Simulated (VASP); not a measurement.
# TiB2 (P6/mmm) in VASP: a series of runs, part 2 of 2

VASP 6.6.1. The steps go on from the part before.

## (5) Single point, PBE

Input file INCAR:

```
  PREC = Accurate
  ENCUT = 520
  EDIFF = 1E-6
  ISMEAR = -1
  SIGMA = 0.1
  LREAL = F
  LASPH = T
  NELM = 80
  ALGO = Normal
  ISIF = 2
  LWAVE = F
  LCHARG = F
  GGA = PE
  NBANDS = 16
```

Input file KPOINTS:

```
Automatic mesh
0
Gamma
  10 10 9
```

Input file POSCAR:

```
TiB2
1.0
    3.0292000000      0.0000000000      0.0000000000
   -1.5146000000      2.6233640000      0.0000000000
    0.0000000000      0.0000000000      3.2284000000
Ti B
1 2
Direct
    0.0000000000      0.0000000000      0.0000000000
    0.3333333333      0.6666666667      0.5000000000
    0.6666666667      0.3333333333      0.5000000000
```

Potentials or basis: VASP PAW PBE potentials, release 64 (Ti_sv, B).

The run is started by

```bash
> cat potpaw_PBE.64/Ti_sv/POTCAR potpaw_PBE.64/B/POTCAR > POTCAR
> mpirun -np 1 vasp_std > vasp.out
```

OUTCAR:

```text
PREC = Accurate
   ENCUT = 520
   EDIFF = 1E-6
   ISMEAR = -1
   LREAL = F
   LASPH = T
   NELM = 80
   ISIF = 2
   GGA = PE

 ion  position               nearest neighbor table
   1  0.000  0.000  0.000-   2 2.38   2 2.38   3 2.38   3 2.38   2 2.38   3 2.38   2 2.38   3 2.38
                             3 2.38   3 2.38   2 2.38   2 2.38
   2  0.333  0.667  0.500-   3 1.75   3 1.75   3 1.75   1 2.38   1 2.38   1 2.38   1 2.38   1 2.38
                             1 2.38
   3  0.667  0.333  0.500-   2 1.75   2 1.75   2 1.75   1 2.38   1 2.38   1 2.38   1 2.38   1 2.38
                             1 2.38

  LATTYP: Found a hexagonal cell.
 ALAT       =     3.0292000000
 C/A-ratio  =     1.0657599366

  Lattice vectors:

 A1 = (   3.0292000000,   0.0000000000,   0.0000000000)
 A2 = (  -1.5146000000,   2.6233640000,   0.0000000000)
 A3 = (   0.0000000000,   0.0000000000,   3.2284000000)

Analysis of symmetry for initial positions (statically):
=====================================================================
 Subroutine PRICEL returns:
 Original cell was already a primitive cell.

 Routine SETGRP: Setting up the symmetry group for a
 hexagonal supercell.

 Subroutine GETGRP returns: Found 24 space group operations
 (whereof 24 operations were pure point group operations)
 out of a pool of 24 trial point group operations.

The static configuration has the point symmetry D_6h.

Analysis of symmetry for dynamics (positions and initial velocities):
=====================================================================
 Subroutine PRICEL returns:
 Original cell was already a primitive cell.

 Routine SETGRP: Setting up the symmetry group for a
 hexagonal supercell.

 Subroutine GETGRP returns: Found 24 space group operations
 (whereof 24 operations were pure point group operations)
 out of a pool of 24 trial point group operations.

The dynamic configuration has the point symmetry D_6h.
[... 113 lines left out ...]
   NUPDOWN=      -1.0000    fix difference up-down
   EMIN   =  10.00;   EMAX   =-10.00  energy-range for DOS
   EFERMI =   0.00;   METHOD = LEGACY
   ISMEAR =    -1;   SIGMA  =   0.10  broadening in eV -4-tet -1-fermi 0-gaus
   EFERMI_NEDOS =   21; number of points for ismear=-14 and -15
   IALGO  =     38    algorithm
   IMIX   =      4    mixing-type and parameters
     AMIX     =   0.40;   BMIX     =  1.00
     AMIX_MAG =   1.60;   BMIX_MAG =  1.00
  volume/ion in A,a.u.               =       8.55        57.71
  Fermi-wavevector in a.u.,A,eV,Ry     =   1.454703  2.748990 28.792123  2.116161
  Thomas-Fermi vector in A             =   2.571823
   LORBIT       =      0    0 simple, 1 ext, 2 COOP (PROOUT), +10 PAW based schemes
   GGA     = PE    functional components
   LHFCALC =     F    Hartree Fock is set to
   AEXX    =    0.0000 exact exchange contribution
   IVDW    =     0    specifies the selected vdW correction
   LEPSILON=     F    determine dielectric tensor
   LRPA    =     F    only Hartree local field effects (RPA)
 non-spin polarized calculation
  energy-cutoff  :      520.00
  volume of cell :       25.66
 maximum number of plane-waves:       721
 NGX is ok and might be reduce to    24
   NGX = 11   NGY = 11   NGZ = 13

 number of electron      18.0000002 magnetization

 Free energy of the ion-electron system (eV)
  ---------------------------------------------------
  ext. energy  EPLUGINS =         0.00000000
  ---------------------------------------------------
  free energy    TOTEN  =       -24.43345696 eV

  energy without entropy =      -24.41915188  energy(sigma->0) =      -24.42630442

 E-fermi :   9.9496     XC(G=0): -12.7684

 val. band max:        9.9427976062   @ k =   0.1000  -0.0000   0.3333
 cond. band min:       9.9575513847   @ k =   0.4000   0.2000   0.0000
 fundamental gap:      0.0147537785
 Fermi energy:         9.9495873103

 k-point     1 :       0.0000    0.0000    0.0000
  band No.  band energies     occupation
      1     -46.9587      2.00000
      2     -23.3074      2.00000
      3     -22.9971      2.00000
      4     -22.9971      2.00000
      5      -3.5077      2.00000
      6       7.3982      2.00000
[... 433 lines left out ...]
      3     -23.2588      2.00000
      4     -23.1097      2.00000
      5       0.1540      2.00000
      6       1.6017      2.00000
[... 8 lines left out ...]
     15      18.5725      0.00000
     16      19.3175      0.00000

 [... further k-points ...]
[... 5 lines left out ...]
  --------------------------------------------------------------------------------------
  -------------------------------------------------------------------------------------
  Total        0.1262224      0.1262224      0.0044048      0.0000000      0.0000000     -0.0000000
  in kB        7.8826660      7.8826651      0.2750833      0.0000000      0.0000000     -0.0000000
  external PRESSURE =       5.3468048 kB  Pullay stress =       0.0000000 kB

 VOLUME and BASIS-vectors are now :
 -----------------------------------------------------------------------------
  energy-cutoff  :      520.00
  volume of cell :       25.66
      direct lattice vectors                 reciprocal lattice vectors
     3.029200000  0.000000000  0.000000000     0.330120164  0.190594977  0.000000000
    -1.514600000  2.623364000  0.000000000     0.000000000  0.381189953  0.000000000
     0.000000000  0.000000000  3.228400000     0.000000000  0.000000000  0.309750960

 POSITION                                       TOTAL-FORCE (eV/Angst)
 -----------------------------------------------------------------------------------
      0.00000      0.00000      0.00000         0.000000      0.000000      0.000000
     -0.00000      1.74891      1.61420        -0.000000     -0.000000      0.000000
      1.51460      0.87445      1.61420         0.000000      0.000000     -0.000000
 -----------------------------------------------------------------------------------
    total drift:                               -0.000000      0.000000      0.000000

  FREE ENERGIE OF THE ION-ELECTRON SYSTEM (eV)
  ---------------------------------------------------
  free  energy   TOTEN  =       -24.4334569633 eV

  energy  without entropy=      -24.4191518794  energy(sigma->0) =      -24.42630442
```

stdout:

```text
POSCAR found type information on POSCAR TiB
 POSCAR found :  2 types and       3 ions
 scaLAPACK will be used
 LDA part: xc-table for (Slater+PW92), standard interpolation
 POSCAR, INCAR and KPOINTS ok, starting setup
 FFT: planning ... GRIDC
 FFT: planning ... GRID_SOFT
 FFT: planning ... GRID
 WAVECAR not read
 entering main loop
```

Wall time 34 s (1 thread of Intel Xeon 8259CL, shared host); peak memory 0.15 GiB.

Results:

```yaml
Free_energy: -24.4335 eV
Pressure: 0.5 GPa
Band_gap_on_the_k_mesh: zero (band 9 reaches 10.19 eV, above the bottom of band 10 at 9.83 eV)
```

Levels at points of the mesh, in eV from the Fermi level:
```
           k point  band 7  band 8  band 9  band 10  band 11  band 12
(0.00, 0.00, 0.00)   -2.55   -2.28   -2.06     1.94     1.94     3.70
(0.50, 0.00, 0.00)   -3.22   -3.17   -2.21     1.38     2.79     3.26
```

## (6) Summary

| k mesh | gap on the mesh (eV) | pressure (GPa) |
| --- | --- | --- |
| 5 × 5 × 4 | none | 0.7 |
| 7 × 7 × 6 | none | 0.5 |
| 8 × 8 × 7 | none | 0.4 |
| 10 × 10 × 9 | none | 0.5 |

Alike in all rows: task single point; level PBE; potentials or basis VASP PAW PBE potentials, release 64 (Ti_sv, B); no spin polarisation; cell as given; cutoff (eV) 520; smearing fermi-dirac 0.1 eV.

Caveats: some runs use coarse meshes.

Absolute energies hang on the potentials; compare differences alone.
